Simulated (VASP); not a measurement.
Set up this calculation in VASP 6.6.1, as the native input.

```
Task                   : relaxation of cell and atoms
Functional             : r2SCAN
Potentials or basis    : VASP PAW PBE potentials, release 64 (Mg)
Cutoff                 : 600 eV
k mesh                 : 10 × 10 × 5
Occupations            : fermi-dirac, width 0.05 eV
Spin                   : no spin polarisation
Target pressure        : 20 GPa
Dipole correction      : no
Further INCAR settings : ALGO = Normal; EDIFF = 1e-07; IBRION = 2; EDIFFG = -0.01; NSW = 60; ISIF = 3
```

The system is Mg.

```
CELL_PARAMETERS angstrom
3.20930 0.00000 0.00000
-1.60465 2.77934 0.00000
0.00000 0.00000 5.21030
ATOMIC_POSITIONS crystal
Mg 0.66667 0.33333 0.75000
Mg 0.33333 0.66667 0.25000
```

The input as run:

POSCAR

```
Mg
1.0
    3.2093000000      0.0000000000      0.0000000000
   -1.6046500000      2.7793353284      0.0000000000
    0.0000000000      0.0000000000      5.2103000000
Mg
2
Direct
    0.6666666667      0.3333333333      0.7500000000
    0.3333333333      0.6666666667      0.2500000000
```

INCAR.step1

```
PREC = Accurate ; ENCUT = 600
ISMEAR = -1 ; SIGMA = 0.05
LREAL = False ; LASPH = True
NELM = 80 ; GGA = PE
ALGO = Normal ; EDIFF = 1E-4
LWAVE = True ; LCHARG = False
```

INCAR.step2

```
PREC = Accurate ; ENCUT = 600
EDIFF = 1E-7 ; ISMEAR = -1
SIGMA = 0.05 ; LREAL = False
LASPH = True ; NELM = 80
ALGO = Normal ; ISIF = 3
LWAVE = False ; LCHARG = False
METAGGA = R2SCAN ; LMIXTAU = True
IBRION = 2 ; NSW = 60
EDIFFG = -0.01 ; PSTRESS = 200.0
ISTART = 1
```

KPOINTS

```
Automatic mesh
0
Gamma
  10 10 5
```

Potentials or basis: VASP PAW PBE potentials, release 64 (Mg).

Command:

```sh
$ cat potpaw_PBE.64/Mg/POTCAR > POTCAR
$ cp INCAR.step1 INCAR
$ mpirun -np 1 vasp_std > vasp.out
$ cp INCAR.step2 INCAR
$ mpirun -np 1 vasp_std > vasp.out
```

Results of the run:

```json
{
 "Relaxed volume": "16.86 Å³/atom",
 "Relaxed cell": "a = 2.879 Å, b = 2.879 Å, c = 4.695 Å, α = 90.00°, β = 90.00°, γ = 120.00°",
 "Space group after relaxing (to 0.05 Å)": "P6_3/mmc (No. 194)",
 "Energy change on relaxing (the enthalpy is what falls)": "+272.8 meV/atom",
 "Ionic steps": "6",
 "Pressure after relaxing": "20.0 GPa",
 "Band gap on the k mesh": "zero (band 2 reaches 4.97 eV, above the bottom of band 3 at 3.23 eV)"
}
```

Caveat: the cell is relaxed towards a set pressure, so the enthalpy falls and the energy may rise; the volume moved by over 15 % at a fixed basis, so the end points are rough; the PAW data sets were made with another functional, which shifts forces and pressure a little.

Run time: 3.7 min on 1 thread of Intel Xeon 6975P-C, on a shared host, peak memory 0.21 GiB.
